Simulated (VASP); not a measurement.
Write the native input for VASP 6.6.1 that does the following.

- Task: single point
- Functional: r2SCAN
- Potentials or basis: VASP PAW PBE potentials, release 64 (B, N)
- Cutoff: 520 eV
- k mesh: 12 × 12 × 6
- Occupations: fermi-dirac, width 0.02 eV
- Spin: no spin polarisation
- Dipole correction: no
- Further INCAR settings: ALGO = Normal; EDIFF = 1e-07; NBANDS = 16

Crystal: BN.

```xyz
4
Lattice="2.5434 0.0000 0.0000 -1.2717 2.2027 0.0000 0.0000 0.0000 4.2070" Properties=species:S:1:pos:R:3 pbc="T T T"
B     1.2717    0.7342    0.0007
B     0.0000    1.4684    2.1042
N     1.2717    0.7342    1.5770
N     0.0000    1.4684    3.6805
```

These files were run (other wordings do the same):

POSCAR

```
BN
1.0
    2.5434023075      0.0000000000      0.0000000000
   -1.2717011538      2.2026510104      0.0000000000
    0.0000000000      0.0000000000      4.2069931480
B N
2 2
Direct
    0.6666666667      0.3333333333      0.0001583208
    0.3333333333      0.6666666667      0.5001583208
    0.6666666667      0.3333333333      0.3748416792
    0.3333333333      0.6666666667      0.8748416792
```

INCAR.step1

```
PREC = Accurate
ENCUT = 520
ISMEAR = -1
SIGMA = 0.02
LREAL = F
LASPH = T
NELM = 60
NBANDS = 16
GGA = PE
ALGO = Normal
EDIFF = 1E-4
LWAVE = T
LCHARG = F
```

INCAR.step2

```
PREC = Accurate
ENCUT = 520
EDIFF = 1E-7
ISMEAR = -1
SIGMA = 0.02
LREAL = F
LASPH = T
NELM = 60
ALGO = Normal
ISIF = 2
LWAVE = F
LCHARG = T
METAGGA = R2SCAN
LMIXTAU = T
LELF = T
LVHAR = T
NBANDS = 16
ISTART = 1
```

KPOINTS

```
regular mesh
0
Gamma
  12 12 6
```

Potentials or basis: VASP PAW PBE potentials, release 64 (B, N).

The run is started by

```bash
$ cat potpaw_PBE.64/B/POTCAR potpaw_PBE.64/N/POTCAR > POTCAR
$ cp INCAR.step1 INCAR
$ mpirun -np 1 vasp_std > vasp.out
$ cp INCAR.step2 INCAR
$ mpirun -np 1 vasp_std > vasp.out
```

Results of the run:

The pressure is 1.4 GPa. The largest force is 0.012 eV/Å and the band gap on the k mesh is 5.72 eV, indirect (least direct gap 8.99 eV).

Caveat: the PAW data sets were made with another functional, which shifts forces and pressure a little.

Run time: 100 s on 1 thread of AMD EPYC 7R43 64-Core Processor (Zen 3), on a shared host, peak memory 0.11 GiB.
